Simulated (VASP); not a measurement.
MoS2:

```
CELL_PARAMETERS angstrom
3.31587 0.00000 0.00000
-1.65794 2.87163 0.00000
0.00000 0.00000 6.72377
ATOMIC_POSITIONS crystal
Mo 0.00000 0.00000 0.00000
S 0.33333 0.66667 0.22504
S 0.33333 0.66667 0.77496
```

This cell differs from its parent crystal: epitaxial xy strain +4.6%.

Base run:

```yaml
Program: VASP 6.6.1
Functional: PBE
Potentials_or_basis: VASP PAW PBE potentials, release 64 (Mo_sv, S)
Cutoff: 520 eV
k_mesh: 12 × 12 × 4
Occupations: fermi-dirac, width 0.02 eV
Spin: no spin polarisation
```

Its results: band gap on the k mesh 0.37 eV (least direct gap 1.25 eV); pressure -4.7 GPa; largest force 0.089 eV/Å.

Task: The run is repeated on the same cell with these changes: functional from PBE to r2SCAN; occupations from fermi-dirac, width 0.02 eV to gaussian, width 0.01 eV. What comes out?

Result: Band gap on the k mesh 0.42 eV (least direct gap 1.34 eV); pressure -5.9 GPa; largest force 0.038 eV/Å.

Caveats: semilocal functionals underestimate gaps, and a narrow one can read as zero; the stress differs along the axes, from -8 to 2 GPa (at least some runs); this functional lacks dispersion, which binds layers or chains, so the pressure and a relaxed spacing across them are unreliable (at least some runs); the stress differs along the axes, from -9 to 1 GPa (at least some runs); the PAW data sets were made with another functional, which shifts forces and pressure a little (at least some runs).

A k mesh can miss the band edges.
